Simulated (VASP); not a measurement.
Here is a VASP 6.6.1 calculation.

File INCAR:

```
ALGO = Normal
EDIFF = 1E-6
ENCUT = 520
GGA = PS
ISIF = 2
ISMEAR = 0
ISPIN = 2
LASPH = True
LCHARG = False
LMAXMIX = 6
LORBIT = 11
LREAL = False
LWAVE = False
MAGMOM = 7.8 0
NBANDS = 22
NELM = 150
PREC = Accurate
SIGMA = 0.05
```

File KPOINTS:

```
k-points
0
Gamma
  10 10 10
```

Contents of POSCAR:

```
GdB
1.0
    0.0000000000      2.6723886532      2.6723886532
    2.6723886532      0.0000000000      2.6723886532
    2.6723886532      2.6723886532      0.0000000000
Gd B
1 1
Direct
    0.5000000000      0.5000000000      0.5000000000
    0.0000000000      0.0000000000      0.0000000000
```

Potentials or basis: VASP PAW PBE potentials, release 64 (Gd, B).

Launch:

```console
$ cat potpaw_PBE.64/Gd/POTCAR potpaw_PBE.64/B/POTCAR > POTCAR
$ mpirun -np 1 vasp_std > vasp.out
```

(1) Estimate the net moment.

(2) Estimate the site moments.

Results:

(1) 8.04 μB per cell.

(2) Gd +7.00; B +0.22 μB.

Caveat: a cell with one magnetic atom can't hold antiferromagnetic order, which such compounds often take.
